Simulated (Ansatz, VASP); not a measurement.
## Two plane-wave programs on Hf3ZrSe8

```
Zr Hf Se
1.0
    -0.01321    0.01877    7.16082
     7.57885    0.00037   -0.01605
    -3.78900    6.56126    0.02574
Zr Hf Se
1 3 8
Direct
  0.99978 0.99972 0.99990
  0.99982 0.49981 0.49981
  0.00019 0.50002 0.00001
  0.00022 0.00009 0.50015
  0.21969 0.66489 0.83104
  0.21919 0.66682 0.33213
  0.21980 0.16787 0.83101
  0.21967 0.16812 0.33416
  0.78020 0.83221 0.66576
  0.78036 0.83200 0.16901
  0.78087 0.33306 0.66799
  0.78022 0.33539 0.16903
```

Change from the starting cell: cell x1, atoms moved at random (sigma 0.05 Å) and cell strained at random (1.5 %), then relaxed without symmetry.

Alike in both runs: functional PBE; k mesh 2 × 3 × 3; occupations gaussian, width 0.1 eV; no spin polarisation.

Ansatz relaxed the structure, and its values are those at the end. VASP's run is a single point on that final structure, the one shown.

|  | VASP | Ansatz |
| --- | --- | --- |
| version | VASP 6.6.1 | Ansatz 0.2.0 |
| potentials or method | VASP PAW PBE potentials, release 64 (Zr_sv, Hf_pv, Se), cutoff 520 eV | scalar-relativistic, plane waves, PAW |
| valence electrons in the cell | 90 | 218 |

VASP gave:

```
gap on the k mesh at the Fermi level (eV) : 0.53
least direct gap on the mesh (eV)         : 0.55
pressure (GPa)                            : -0.2
rms of the force components (eV/Å)        : 0.020
```

**Question.** Which values does Ansatz return?

**Answer.** gap on the k mesh at the Fermi level (eV): 0.52; least direct gap on the mesh (eV): 0.55; pressure (GPa): 0.0; rms of the force components (eV/Å): 0.003.

With one functional, cell and mesh, what is left measures potentials, basis and numerics. VASP's potentials hold 90 valence electrons a cell and Ansatz's 218, so a difference there can come from the potentials and not from the codes.

The k mesh is coarse, so the values compare programs but aren't converged. Neither program's run includes spin-orbit coupling.
